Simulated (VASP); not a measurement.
# NaTa4F (F-43m) in VASP: notebook, part 2 of 2

VASP 6.6.1. Earlier steps stand in the parts before.

## (3) Relaxation of cell and atoms, PBE

Input file INCAR:

```
SYSTEM = NaTa4F
ALGO = Fast
EDIFF = 1E-7
EDIFFG = -0.01
ENCUT = 600
GGA = PE
IBRION = 2
ISIF = 3
ISMEAR = 0
LASPH = .TRUE.
LCHARG = .FALSE.
LREAL = .FALSE.
LWAVE = .FALSE.
NELM = 80
NSW = 100
PREC = Accurate
SIGMA = 0.1
```

Input file KPOINTS:

```
k-points
0
G
  8 8 8
  0 0 0
```

Input file POSCAR:

```
NaTa4F
1.0
    0.0000000000      3.9600021220      3.9600021220
    3.9600021220      0.0000000000      3.9600021220
    3.9600021220      3.9600021220      0.0000000000
Na Ta F
1 4 1
Direct
    0.0000000000      0.0000000000      0.0000000000
    0.6285203583      0.6285203583      0.1144389252
    0.6285203583      0.1144389252      0.6285203583
    0.1144389252      0.6285203583      0.6285203583
    0.6285203583      0.6285203583      0.6285203583
    0.2500000000      0.2500000000      0.2500000000
```

Potentials or basis: VASP PAW PBE potentials, release 64 (Na_pv, Ta_pv, F).

Run with:

```sh
$ cat potpaw_PBE.64/Na_pv/POTCAR potpaw_PBE.64/Ta_pv/POTCAR potpaw_PBE.64/F/POTCAR > POTCAR
$ mpirun -np 1 vasp_std > vasp.out
```

OUTCAR:

```text
SYSTEM = NaTa4F
   EDIFF = 1E-7
   EDIFFG = -0.01
   ENCUT = 600
   GGA = PE
   IBRION = 2
   ISIF = 3
   ISMEAR = 0
   LASPH = .TRUE.
   LREAL = .FALSE.
   NELM = 80
   NSW = 100
   PREC = Accurate

 ion  position               nearest neighbor table
   1  0.000  0.000  0.000-
   2  0.629  0.629  0.114-   3 2.72   4 2.72   5 2.72   5 2.88   3 2.88   4 2.88
   3  0.629  0.114  0.629-   2 2.72   4 2.72   5 2.72   2 2.88   5 2.88   4 2.88
   4  0.114  0.629  0.629-   2 2.72   3 2.72   5 2.72   5 2.88   2 2.88   3 2.88
   5  0.629  0.629  0.629-   2 2.72   3 2.72   4 2.72   2 2.88   3 2.88   4 2.88
   6  0.250  0.250  0.250-

  LATTYP: Found a face centered cubic cell.
 ALAT       =     7.9200042440

  Lattice vectors:

 A1 = (   0.0000000000,   3.9600021220,   3.9600021220)
 A2 = (   3.9600021220,   0.0000000000,   3.9600021220)
 A3 = (   3.9600021220,   3.9600021220,   0.0000000000)

Analysis of symmetry for initial positions (statically):
=====================================================================
 Subroutine PRICEL returns:
 Original cell was already a primitive cell.

 Routine SETGRP: Setting up the symmetry group for a
 face centered cubic supercell.

 Subroutine GETGRP returns: Found 24 space group operations
 (whereof 24 operations were pure point group operations)
 out of a pool of 48 trial point group operations.

The static configuration has the point symmetry T_d .

Analysis of symmetry for dynamics (positions and initial velocities):
=====================================================================
 Subroutine PRICEL returns:
 Original cell was already a primitive cell.

 Routine SETGRP: Setting up the symmetry group for a
 face centered cubic supercell.

 Subroutine GETGRP returns: Found 24 space group operations
 (whereof 24 operations were pure point group operations)
 out of a pool of 48 trial point group operations.

The dynamic configuration has the point symmetry T_d .

 Subroutine INISYM returns: Found 24 space group operations
 (whereof 24 operations are pure point group operations),
 and found     1 'primitive' translations

----------------------------------------------------------------------------------------

                                     Primitive cell

  volume of cell :     124.1985

  direct lattice vectors                    reciprocal lattice vectors
     0.000000000  3.960002122  3.960002122    -0.126262559  0.126262559  0.126262559
     3.960002122  0.000000000  3.960002122     0.126262559 -0.126262559  0.126262559
     3.960002122  3.960002122  0.000000000     0.126262559  0.126262559 -0.126262559

  length of vectors
     5.600288708  5.600288708  5.600288708     0.218693167  0.218693167  0.218693167

  position of ions in fractional coordinates (direct lattice)
     0.000000000  0.000000000  0.000000000
     0.628520358  0.628520358  0.114438925
     0.628520358  0.114438925  0.628520358
     0.114438925  0.628520358  0.628520358
     0.628520358  0.628520358  0.628520358
     0.250000000  0.250000000  0.250000000

  ion indices of the primitive-cell ions
   primitive index   ion index
                 1           1
                 2           2
[... 55 lines left out ...]
  0.500000  0.250000  0.125000     48.000000
 -0.375000  0.250000  0.125000     24.000000
 [... further k-points ...]
   k-points           NKPTS =     29   k-points in BZ     NKDIM =     29   number of bands    NBANDS=     34
   number of dos      NEDOS =    301   number of ions     NIONS =      6
   total plane-waves  NPLWV = 110592
   dimension x,y,z NGX =    48 NGY =   48 NGZ =   48
   dimension x,y,z NGXF=    96 NGYF=   96 NGZF=   96
   ions per type =               1   4   1
   NGX,Y,Z   is equivalent  to a cutoff of  14.25, 14.25, 14.25 a.u.
   NGXF,Y,Z  is equivalent  to a cutoff of  28.50, 28.50, 28.50 a.u.
 SYSTEM =  NaTa4F
   PREC   = accura    normal or accurate (medium, high low for compatibility)
   ISTART =      0    job   : 0-new  1-cont  2-samecut
   ICHARG =      2    charge: 1-file 2-atom 10-const
   ISPIN  =      1    spin polarized calculation?
   LNONCOLLINEAR =      F non collinear calculations
   LSORBIT =      F    spin-orbit coupling
   LASPH  =      T    aspherical Exc in radial PAW
   ENCUT  =  600.0 eV  44.10 Ry    6.64 a.u.  11.19 11.19 11.19*2*pi/ulx,y,z
   NELM   =     80;   NELMIN=  2; NELMDL= -5     # of ELM steps
   EDIFF  = 0.1E-06   stopping-criterion for ELM
   LREAL  =      F    real-space projection
   EDIFFG = -.1E-01   stopping-criterion for IOM
   NSW    =    100    number of steps for IOM
   IBRION =      2    ionic relax: 0-MD 1-quasi-New 2-CG
   NFREE  =      1    steps in history (QN), initial steepest desc. (CG)
   ISIF   =      3    stress and relaxation
   ISYM   =      2    0-nonsym 1-usesym 2-fastsym
   POTIM  = 0.5000    time-step for ionic-motion
   TEBEG  =    0.0;   TEEND  =   0.0 temperature during run
   PSTRESS=    0.0 pullay stress
   NELECT =      58.0000    total number of electrons
   NUPDOWN=      -1.0000    fix difference up-down
   EMIN   =  10.00;   EMAX   =-10.00  energy-range for DOS
   EFERMI =   0.00;   METHOD = LEGACY
   ISMEAR =     0;   SIGMA  =   0.10  broadening in eV -4-tet -1-fermi 0-gaus
   EFERMI_NEDOS =   21; number of points for ismear=-14 and -15
   IALGO  =     68    algorithm
   IMIX   =      4    mixing-type and parameters
     AMIX     =   0.40;   BMIX     =  1.00
     AMIX_MAG =   1.60;   BMIX_MAG =  1.00
  volume/ion in A,a.u.               =      20.70       139.69
  Fermi-wavevector in a.u.,A,eV,Ry     =   1.270122  2.400182 21.949050  1.613210
  Thomas-Fermi vector in A             =   2.403126
   LORBIT       =      0    0 simple, 1 ext, 2 COOP (PROOUT), +10 PAW based schemes
   GGA     = PE    functional components
   LHFCALC =     F    Hartree Fock is set to
   AEXX    =    0.0000 exact exchange contribution
   IVDW    =     0    specifies the selected vdW correction
   LEPSILON=     F    determine dielectric tensor
   LRPA    =     F    only Hartree local field effects (RPA)
 conjugate gradient relaxation of ions
 non-spin polarized calculation
 RMM-DIIS sequential band-by-band and
 Gauss-broadening in eV      SIGMA  =   0.10
  energy-cutoff  :      600.00
  volume of cell :      124.20
 maximum number of plane-waves:      4184
 NGX is ok and might be reduce to    48
   NGX = 23   NGY = 23   NGZ = 23

--------------------------------------- Ionic step        1  -------------------------------------------

 number of electron      58.0000007 magnetization

 Free energy of the ion-electron system (eV)
  ---------------------------------------------------
  ext. energy  EPLUGINS =         0.00000000
  ---------------------------------------------------
  free energy    TOTEN  =       -45.13737586 eV

  energy without entropy =      -45.10494928  energy(sigma->0) =      -45.12116257

------------------------ aborting loop because EDIFF is reached ----------------------------------------

  FORCE on cell =-STRESS in cart. coord.  units (eV):
  Direction    XX          YY          ZZ          XY          YZ          ZX
  --------------------------------------------------------------------------------------
  -------------------------------------------------------------------------------------
  Total       -0.1158716     -0.1158716     -0.1158716      0.0000000      0.0000000      0.0000000
  in kB       -1.4947591     -1.4947591     -1.4947591      0.0000000      0.0000000      0.0000000
  external PRESSURE =      -1.4947591 kB  Pullay stress =       0.0000000 kB
[... 67 lines left out ...]
--------------------------------------- Ionic step        3  -------------------------------------------

 number of electron      58.0000007 magnetization

 Free energy of the ion-electron system (eV)
  ---------------------------------------------------
  ext. energy  EPLUGINS =         0.00000000
  ---------------------------------------------------
  free energy    TOTEN  =       -45.13747638 eV

  energy without entropy =      -45.10500384  energy(sigma->0) =      -45.12124011

 E-fermi :   2.8689     XC(G=0): -10.4962

 val. band max:        2.8476107043   @ k =   0.5000   0.1250   0.0000
 cond. band min:       2.8722567657   @ k =  -0.2500   0.5000   0.2500
 fundamental gap:      0.0246460615
 Fermi energy:         2.8688977656

 k-point     1 :       0.0000    0.0000    0.0000
  band No.  band energies     occupation
      1     -32.1236      2.00000
      2     -31.5961      2.00000
      3     -31.5961      2.00000
      4     -31.5961      2.00000
      5     -31.4336      2.00000
      6     -31.4336      2.00000
[... 877 lines left out ...]
     33       3.8778      0.00000
     34       3.9412      0.00000

 [... further k-points ...]

------------------------ aborting loop because EDIFF is reached ----------------------------------------

  FORCE on cell =-STRESS in cart. coord.  units (eV):
  Direction    XX          YY          ZZ          XY          YZ          ZX
  --------------------------------------------------------------------------------------
  -------------------------------------------------------------------------------------
  Total       -0.0001769     -0.0001769     -0.0001769      0.0000000      0.0000000      0.0000000
  in kB       -0.0022857     -0.0022857     -0.0022857      0.0000000      0.0000000      0.0000000
  external PRESSURE =      -0.0022857 kB  Pullay stress =       0.0000000 kB
[... 21 lines left out ...]
  FREE ENERGIE OF THE ION-ELECTRON SYSTEM (eV)
  ---------------------------------------------------
  free  energy   TOTEN  =       -45.1374763836 eV

  energy  without entropy=      -45.1050038429  energy(sigma->0) =      -45.12124011

 reached required accuracy - stopping structural energy minimisation
```

It took 17 min on 1 thread of Oxide Virtual Turin-like, shared host; peak memory 0.38 GiB.

Results:

```
Free energy                           : -45.1375 eV
Relaxed volume                        : 20.67 Å³/atom
Relaxed cell                          : a = 5.597 Å, b = 5.597 Å, c = 5.597 Å, α = 60.00°, β = 60.00°, γ = 60.00°
Space group after relaxing (to 0.1 Å) : F-43m (No. 216)
Energy gained by relaxing             : 0.0 meV/atom
Ionic steps                           : 3
Pressure after relaxing               : 0.0 GPa
Band gap on the k mesh                : zero (bands 29 and 30 overlap by 0.27 eV)
```

Step by step:
| step | energy change (eV) | largest force (eV/Å) | pressure (GPa) | volume (Å³) |
| --- | --- | --- | --- | --- |
| 1 | 0.0000 | 0.0161 | -0.15 | 124.20 |
| 2 | 0.0000 | 0.0119 | 0.13 | 123.85 |
| 3 | -0.0001 | 0.0013 | 0.00 | 124.01 |

Final structure:
```
CELL_PARAMETERS angstrom
0.00000 3.95799 3.95799
3.95799 0.00000 3.95799
3.95799 3.95799 0.00000
ATOMIC_POSITIONS crystal
Na 0.00000 0.00000 0.00000
Ta 0.62855 0.62855 0.11435
Ta 0.62855 0.11435 0.62855
Ta 0.11435 0.62855 0.62855
Ta 0.62855 0.62855 0.62855
F 0.25000 0.25000 0.25000
```

Levels at points of the mesh, in eV from the Fermi level:
| k point | band 25 | band 26 | band 27 | band 28 | band 29 | band 30 | band 31 | band 32 | band 33 | band 34 |
| --- | --- | --- | --- | --- | --- | --- | --- | --- | --- | --- |
| (0.00, 0.00, 0.00) | -1.21 | -1.21 | -0.96 | -0.96 | -0.96 | 3.16 | 3.16 | 3.16 | 3.25 | 3.55 |
| (0.50, 0.00, 0.00) | -1.46 | -0.58 | -0.58 | -0.11 | 0.17 | 0.58 | 0.58 | 0.77 | 0.78 | 0.95 |
| (0.50, 0.50, 0.00) | -1.20 | -0.80 | -0.54 | -0.04 | -0.04 | 0.14 | 0.34 | 0.82 | 0.85 | 0.87 |

Caveat: spin-orbit coupling is left out, which moves the levels of the heavy elements.

The gap in the log of VASP goes by the Fermi energy; the results here count the filled bands.